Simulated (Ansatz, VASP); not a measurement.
**Two plane-wave programs on Os**

```xyz
1
Lattice="0.0000 1.8866 1.9742 1.8866 0.0000 1.9742 1.8866 1.8866 0.0000" Properties=species:S:1:pos:R:3 pbc="T T T"
Os    0.0000    0.0000    0.0000
```

Change from the starting cell: strain -0.030 along x and y, +0.015 along z, atoms carried along.

Alike in both runs: task single point; functional r2SCAN; k mesh 20 × 20 × 20; occupations gaussian, width 0.15 eV; no spin polarisation.

|  | VASP | Ansatz |
| --- | --- | --- |
| version | VASP 6.6.1 | Ansatz 0.2.0 |
| potentials or method | VASP PAW PBE potentials, release 64 (Os), cutoff 520 eV | scalar-relativistic, plane waves, PAW |
| valence electrons in the cell | 8 | 16 |

VASP gave:

| Quantity | Value |
| --- | --- |
| gap on the k mesh at the Fermi level (eV) | none |
| pressure (GPa) | 2.0 |
| traceless stress, the component that is largest in VASP (GPa) | -10.95 |

Question: Which values does Ansatz return?

Answer: gap on the k mesh at the Fermi level (eV): none; pressure (GPa): 0.9; traceless stress, the component that is largest in VASP (GPa): -11.02.

VASP's potentials were made for PBE, not for r2SCAN. A gap of «none» marks a metal or a gap that the smearing closes. VASP's potentials hold 8 valence electrons a cell and Ansatz's 16, so a difference there can come from the potentials and not from the codes.

Spin-orbit coupling is off throughout.
